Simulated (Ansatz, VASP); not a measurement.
One calculation of TiS2, two programs

POSCAR

```
TiS2
1.0
    3.3202860969      0.0000000000      0.0000000000
   -1.6601430484      2.8754521077      0.0000000000
    0.0000000000      0.0000000000     18.8650746195
S Ti
2 1
Direct
    0.3333333333      0.6666666667      0.4240640528
    0.6666666667      0.3333333333      0.5759359472
    0.0000000000      0.0000000000      0.5000000000
```

Contents of INCAR.step1:

```
ALGO     = Normal         # electronic algorithm
DIPOL    = 0.5 0.5 0.500
EDIFF    = 1E-5           # SCF threshold, eV
ENCUT    = 400            # plane-wave cutoff, eV
GGA      = PE             # functional
GGA_COMPAT= F            
IDIPOL   = 3            
ISIF     = 2              # what is computed and relaxed
ISMEAR   = 0              # smearing method
LASPH    = T              # aspherical terms in the spheres
LCHARG   = F              # write CHGCAR
LDIPOL   = T            
LREAL    = F              # projectors in reciprocal space
LWAVE    = T              # write WAVECAR
NBANDS   = 19             # bands
NELM     = 120            # most SCF steps
NELMDL   = -8           
PREC     = Accurate       # precision mode
SIGMA    = 0.08           # smearing width, eV
```

INCAR.step2

```
AEXX     = 0.25           # exact-exchange fraction
ALGO     = Normal         # electronic algorithm
DIPOL    = 0.5 0.5 0.500
EDIFF    = 1E-6           # SCF threshold, eV
ENCUT    = 400            # plane-wave cutoff, eV
GGA      = PE             # functional
GGA_COMPAT= F            
IDIPOL   = 3            
ISIF     = 2              # what is computed and relaxed
ISMEAR   = 0              # smearing method
ISTART   = 1            
LASPH    = T              # aspherical terms in the spheres
LCHARG   = F              # write CHGCAR
LDIPOL   = T            
LHFCALC  = T              # exact exchange
LREAL    = F              # projectors in reciprocal space
LWAVE    = F              # write WAVECAR
NBANDS   = 19             # bands
NELM     = 120            # most SCF steps
PREC     = Accurate       # precision mode
PRECFOCK = Normal       
SIGMA    = 0.08           # smearing width, eV
```

KPOINTS

```
k-points
0
Gamma
  6 6 1
```

Input for Ansatz:

```yaml
crystal:
  lattice:
    - [3.3202860969, 0.0, 0.0]
    - [-1.6601430484, 2.8754521077, 0.0]
    - [0.0, 0.0, 18.8650746195]
  atoms:
    - { symbol: S, position: [0.3333333333, 0.6666666667, 0.4240640528] }
    - { symbol: Ti, position: [0.0, 0.0, 0.5] }
    - { symbol: S, position: [0.6666666667, 0.3333333333, 0.5759359472] }
basis:
  ecutwfc: 420
kpoints:
  mp_grid: { grid: [6, 6, 1] }
hamiltonian:
  xc: pbe0
  pseudopotentials: { kind: paw, azcp: { folder: soft_1 } }
scf:
  occupations: { method: gaussian, width: 0.08 }
  n_extra_bands: 7
  max_iter: 160
output:
  eigenvalues: true
  write_density: true
  write_potential: true
  elf: true
  volumetric_format: npy
efield:
  axis: 3
  dipole_correction: true
```

Alike in both runs: task single point; functional PBE0; k mesh 6 × 6 × 1; occupations gaussian, width 0.08 eV; no spin polarisation.

```csv
,VASP,Ansatz
version,VASP 6.6.1,Ansatz 0.2.0
potentials or method,"VASP PAW PBE potentials, release 64 (S, Ti_sv), cutoff 400 eV","scalar-relativistic, plane waves, PAW"
valence electrons in the cell,24,24
```

```csv
,VASP,Ansatz,Ansatz less VASP
gap on the k mesh at the Fermi level (eV),1.08,1.06,-0.021
least direct gap on the mesh (eV),1.68,1.65,-0.034
```

The functional is the same, so the differences come from potentials, cutoffs and numerics. Ansatz's warnings: xc potential rough in thin density.
